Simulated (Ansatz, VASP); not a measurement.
**Two plane-wave programs on MoSe**

File INCAR:

```
PREC = Accurate
ENCUT = 500
EDIFF = 1E-6
ISMEAR = 0
SIGMA = 0.1
LREAL = False
LASPH = True
NELM = 200
ALGO = Normal
ISIF = 2
LWAVE = False
LCHARG = True
ISPIN = 2
MAGMOM = 2 -2 0 0
LORBIT = 11
LMAXMIX = 4
LDAU = True
LDAUTYPE = 2
LDAUL = 2 -1
LDAUU = 4.38 0
LDAUJ = 0 0
LDAUPRINT = 1
GGA = PE
LELF = True
LVHAR = True
NBANDS = 32
GGA_COMPAT = False
```

File KPOINTS:

```
Automatic mesh
0
Gamma
  12 12 6
```

The input POSCAR:

```
MoSe
1.0
    0.0000000000      2.8252181697      2.8252181697
    5.6504363394      2.8252181697      2.8252181697
    5.6504363394      5.6504363394      0.0000000000
Mo Se
2 2
Direct
    0.0000000000      0.0000000000      1.0000000000
    0.0000000000      0.0000000000      0.5000000000
    0.5000000000      0.5000000000      0.0000000000
    0.5000000000      0.5000000000      0.5000000000
```

Input for Ansatz:

```yaml
crystal:
  lattice:
    - [0.0, 2.8252181697, 2.8252181697]
    - [5.6504363394, 2.8252181697, 2.8252181697]
    - [5.6504363394, 5.6504363394, 0.0]
  atoms:
    - { symbol: Mo, position: [0.0, 0.0, 1.0], spin: 2.0 }
    - { symbol: Se, position: [0.5, 0.5, 0.0] }
    - { symbol: Mo, position: [0.0, 0.0, 0.5], spin: -2.0 }
    - { symbol: Se, position: [0.5, 0.5, 0.5] }
basis:
  ecutwfc: 420
kpoints:
  mp_grid: { grid: [12, 12, 6] }
hamiltonian:
  xc: pbe
  hubbard: { sites: [{ species: Mo, l: d, u_eff: 4.38 }] }
scf:
  occupations: { method: gaussian, width: 0.1 }
output:
  forces: true
  stress: true
  eigenvalues: true
  populations: true
magnetization:
  spin_polarized: true
```

Alike in both runs: task single point; functional PBE; k mesh 12 × 12 × 6; occupations gaussian, width 0.1 eV; collinear spin; Hubbard terms Mo d U = 4.38 eV.

```csv
,VASP,Ansatz
version,VASP 6.6.1,Ansatz 0.2.0
potentials or method,"VASP PAW PBE potentials, release 64 (Mo_sv, Se), cutoff 500 eV","scalar-relativistic, plane waves, PAW"
valence electrons in the cell,40,60
```

```tsv
	VASP	Ansatz	Ansatz less VASP
gap on the k mesh at the Fermi level (eV)	none	none	-
pressure (GPa)	-0.1	1.4	+1.56
net moment per atom (μB)	0.00	0.00	0.000
size of the moment on the site where the two differ most (μB)	3.52	3.26	-0.261
```

Site moments also hang on the region over which each program counts them. The programs project onto different local orbitals, so the same U acts differently, and such runs can settle in different states. A gap of «none» marks a metal or a gap that the smearing closes. VASP's potentials hold 40 valence electrons a cell and Ansatz's 60, so a difference there can come from the potentials and not from the codes. Ansatz's warnings: filled band counts differ across k points.
